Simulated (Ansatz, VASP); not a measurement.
**NaSnS3 in VASP and in Ansatz**

INCAR

```
SYSTEM = NaSnS3
PREC = Accurate ; ENCUT = 600
EDIFF = 1E-6 ; ISMEAR = 0
SIGMA = 0.1 ; LREAL = .False.
LASPH = .True. ; NELM = 100
ALGO = Normal ; ISIF = 3
LWAVE = .False. ; LCHARG = .False.
GGA = PE ; IBRION = 2
NSW = 90 ; EDIFFG = -0.04
```

File KPOINTS:

```
regular mesh
0
Gamma
  3 3 3
  0 0 0
```

POSCAR

```
NaSnS3
1.0
    3.1412700730      1.8136131222      5.1182385519
   -3.1412700730      1.8136131222      5.1182385519
    0.0000000000     -3.6272262446      5.1182385519
Na Sn S
2 2 6
Direct
    0.7500000000      0.7500000000      0.7500000000
    0.2500000000      0.2500000000      0.2500000000
    0.5000000000      0.5000000000      0.5000000000
    0.0000000000      0.0000000000      0.0000000000
    0.2250000000      0.2750000000      0.7500000000
    0.2750000000      0.7500000000      0.2250000000
    0.7750000000      0.7250000000      0.2500000000
    0.2500000000      0.7750000000      0.7250000000
    0.7250000000      0.2500000000      0.7750000000
    0.7500000000      0.2250000000      0.2750000000
```

Input for Ansatz:

```yaml
crystal:
  lattice:
    - [3.141270073, 1.8136131222, 5.1182385519]
    - [-3.141270073, 1.8136131222, 5.1182385519]
    - [0.0, -3.6272262446, 5.1182385519]
  atoms:
    - { symbol: Na, position: [0.75, 0.75, 0.75] }
    - { symbol: Na, position: [0.25, 0.25, 0.25] }
    - { symbol: Sn, position: [0.5, 0.5, 0.5] }
    - { symbol: Sn, position: [0.0, 0.0, 0.0] }
    - { symbol: S, position: [0.225, 0.275, 0.75] }
    - { symbol: S, position: [0.275, 0.75, 0.225] }
    - { symbol: S, position: [0.775, 0.725, 0.25] }
    - { symbol: S, position: [0.25, 0.775, 0.725] }
    - { symbol: S, position: [0.725, 0.25, 0.775] }
    - { symbol: S, position: [0.75, 0.225, 0.275] }
basis:
  ecutwfc: 420
kpoints:
  mp_grid: { grid: [3, 3, 3] }
hamiltonian:
  xc: pbe
scf:
  occupations: { method: gaussian, width: 0.1 }
  lower_state_search: "off"
output:
  forces: true
  stress: true
  eigenvalues: true
relax:
  adjacent_minimum: "off"
  f_tol: 0.04
  max_steps: 70
  cell: { stress_tol: 0.4 }
```

Alike in both runs: task relaxation of cell and atoms; functional PBE; k mesh 3 × 3 × 3; occupations gaussian, width 0.1 eV; no spin polarisation.

```csv
,VASP,Ansatz
version,VASP 6.6.1,Ansatz 0.2.0
potentials or method,"VASP PAW PBE potentials, release 64 (Na_pv, Sn_d, S), cutoff 600 eV","scalar-relativistic, plane waves, PAW"
valence electrons in the cell,78,82
```

Ansatz gave:

```
gap on the k mesh at the Fermi level, each at its own relaxed structure (eV) : none
relaxed volume (Å³/atom)                                                     : 23.01
relaxed length of the cell vector where the two differ most in proportion (Å)              : 6.581
```

**Question.** Estimate VASP's values.

**Answer.** gap on the k mesh at the Fermi level, each at its own relaxed structure (eV): none; relaxed volume (Å³/atom): 23.19; relaxed length of the cell vector where the two differ most in proportion (Å): 6.613.

A gap of «none» marks a metal or a gap that the smearing closes. VASP's potentials hold 78 valence electrons a cell and Ansatz's 82, so a difference there can come from the potentials and not from the codes.

The k mesh is coarse, so the values compare programs but aren't converged. Noted on VASP's run: the volume moved by over 15 % at a fixed basis, so the end points are rough.
